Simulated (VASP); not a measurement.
Here is a VASP 6.6.1 calculation.

Contents of POSCAR:

```
Ni
1.0
    0.0000000000      3.5170000000      3.5170000000
    1.7585000000      0.0000000000      1.7585000000
    1.7585000000      1.7585000000      0.0000000000
Ni
2
Direct
    0.0000000000      0.0000000000      0.0000000000
    0.5000000000      0.0000000000      0.0000000000
```

The input INCAR.step1:

```
ALGO = Normal
EDIFF = 1E-4
ENCUT = 520
GGA = PE
ISMEAR = 0
ISPIN = 2
LASPH = T
LCHARG = F
LMAXMIX = 4
LREAL = F
LWAVE = T
MAGMOM = 2 2
NBANDS = 21
NELM = 150
PREC = Accurate
SIGMA = 0.1
```

The input INCAR.step2:

```
ALGO = Normal
EDIFF = 1E-7
ENCUT = 520
ISIF = 2
ISMEAR = 0
ISPIN = 2
ISTART = 1
LASPH = T
LCHARG = F
LMAXMIX = 4
LMIXTAU = T
LORBIT = 11
LREAL = F
LWAVE = F
MAGMOM = 2 2
METAGGA = R2SCAN
NBANDS = 21
NELM = 150
PREC = Accurate
SIGMA = 0.1
```

Contents of KPOINTS:

```
k-points
0
Gamma
  6 12 12
```

Potentials or basis: VASP PAW PBE potentials, release 64 (Ni).

Run with:

```sh
$ cat potpaw_PBE.64/Ni/POTCAR > POTCAR
$ cp INCAR.step1 INCAR
$ mpirun -np 1 vasp_std > vasp.out
$ cp INCAR.step2 INCAR
$ mpirun -np 1 vasp_std > vasp.out
```

Question: Estimate the site moments.

Answer: Ni +0.75 μB.

Question: Estimate the net moment.

Answer: 1.46 μB per cell.

Question: Predict the pressure.

Answer: -6.5 GPa.

Caveat: the cell stands under tension; the PAW data sets were made with another functional, which shifts forces and pressure a little.
